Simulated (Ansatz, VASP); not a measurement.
## BP: VASP beside Ansatz

Contents of INCAR:

```
SYSTEM = BP
PREC = Accurate
ENCUT = 520
EDIFF = 1E-7
ISMEAR = 0
SIGMA = 0.05
LREAL = .FALSE.
LASPH = .TRUE.
NELM = 80
ALGO = Normal
ISIF = 2
LWAVE = .FALSE.
LCHARG = .TRUE.
GGA = PE
LELF = .TRUE.
LVHAR = .TRUE.
NBANDS = 11
```

Contents of KPOINTS:

```
regular mesh
0
G
  10 10 10
  0 0 0
```

Contents of POSCAR:

```
BP
1.0
    0.0000000000      2.3540875000      2.2690000000
    2.3540875000      0.0000000000      2.2690000000
    2.3540875000      2.3540875000      0.0000000000
B P
1 1
Direct
    0.0000000000      0.0000000000      0.0000000000
    0.7500000000      0.7500000000      0.7500000000
```

Input for Ansatz:

```yaml
crystal:
  lattice:
    - [0.0, 2.3540875, 2.269]
    - [2.3540875, 0.0, 2.269]
    - [2.3540875, 2.3540875, 0.0]
  atoms:
    - { symbol: B, position: [0.0, 0.0, 0.0] }
    - { symbol: P, position: [0.75, 0.75, 0.75] }
basis:
  ecutwfc: 420
kpoints:
  mp_grid: { grid: [10, 10, 10] }
hamiltonian:
  xc: pbe
scf:
  occupations: { method: gaussian, width: 0.05 }
output:
  forces: true
  stress: true
  eigenvalues: true
```

Change from the starting cell: strain +0.0375 x Voigt [1, 1, 0, 0, 0, 0], atoms carried along.

Alike in both runs: task single point; functional PBE; k mesh 10 × 10 × 10; occupations gaussian, width 0.05 eV; no spin polarisation.

```csv
,VASP,Ansatz
version,VASP 6.6.1,Ansatz 0.2.0
potentials or method,"VASP PAW PBE potentials, release 64 (B, P), cutoff 520 eV","scalar-relativistic, plane waves, PAW"
valence electrons in the cell,8,8
```

```tsv
	VASP	Ansatz	Ansatz less VASP
gap on the k mesh at the Fermi level (eV)	0.81	0.81	+0.004
least direct gap on the mesh (eV)	2.95	2.95	+0.003
pressure (GPa)	-9.7	-9.5	+0.18
traceless stress, the component that is largest in VASP (GPa)	5.87	5.86	-0.008
```
